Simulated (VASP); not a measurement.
Write the native input for VASP 6.6.1 that does the following.

- Task: single point
- Functional: HSE06
- Dispersion: D3(BJ)
- Potentials or basis: VASP PAW PBE potentials, release 64 (Mg)
- Cutoff: 520 eV
- k mesh: 7 × 7 × 7
- Occupations: fermi-dirac, width 0.01 eV
- Spin: no spin polarisation
- Dipole correction: no
- Grid for exact exchange (PRECFOCK): Normal
- Further INCAR settings: ALGO = Normal; EDIFF = 1e-06; NBANDS = 7
- Share of exact exchange: 0.25
- Screening parameter: 0.2079 1/Å

Crystal: Mg.

```
Mg
1.0
    -1.77276    1.77276    1.77276
     1.77276   -1.77276    1.77276
     1.77276    1.77276   -1.77276
Mg
1
Direct
  0.00000 0.00000 0.00000
```

This isn't the form of Mg at room conditions, which is hcp.

The input as run:

POSCAR

```
Mg
1.0
   -1.7727644967      1.7727644967      1.7727644967
    1.7727644967     -1.7727644967      1.7727644967
    1.7727644967      1.7727644967     -1.7727644967
Mg
1
Direct
    0.0000000000      0.0000000000      0.0000000000
```

INCAR.step1

```
SYSTEM = Mg
PREC = Accurate
ENCUT = 520
EDIFF = 1E-5
ISMEAR = -1
SIGMA = 0.01
LREAL = .FALSE.
LASPH = .TRUE.
NELM = 100
ALGO = Normal
ISIF = 2
LWAVE = .TRUE.
LCHARG = .FALSE.
GGA = PE
NBANDS = 7
```

INCAR.step2

```
SYSTEM = Mg
PREC = Accurate
ENCUT = 520
EDIFF = 1E-6
ISMEAR = -1
SIGMA = 0.01
LREAL = .FALSE.
LASPH = .TRUE.
NELM = 100
ALGO = Normal
ISIF = 2
LWAVE = .FALSE.
LCHARG = .FALSE.
GGA = PE
LHFCALC = .TRUE.
HFSCREEN = 0.2079
PRECFOCK = Normal
IVDW = 12
VDW_S6 = 1.0
VDW_S8 = 2.31
VDW_A1 = 0.383
VDW_A2 = 5.685
ISTART = 1
NBANDS = 7
```

KPOINTS

```
regular mesh
0
G
  7 7 7
  0 0 0
```

Potentials or basis: VASP PAW PBE potentials, release 64 (Mg).

The run is started by

```sh
$ cat potpaw_PBE.64/Mg/POTCAR > POTCAR
$ cp INCAR.step1 INCAR
$ mpirun -np 1 vasp_std > vasp.out
$ cp INCAR.step2 INCAR
$ mpirun -np 1 vasp_std > vasp.out
```

It gave:

```
Pressure                   : -2.1 GPa
Band gap on the k mesh     : zero (bands 1 and 2 overlap by 3.29 eV)
Dispersion energy per atom : -0.364 eV
```

Caveat: three body term missing; the PAW data sets were made with another functional, which shifts forces and pressure a little.

Wall time 2.4 min on 1 thread of Intel(R) Xeon(R) Platinum 8259CL CPU @ 2.50GHz (Skylake/Cascade Lake) (shared host), peak memory 0.25 GiB.
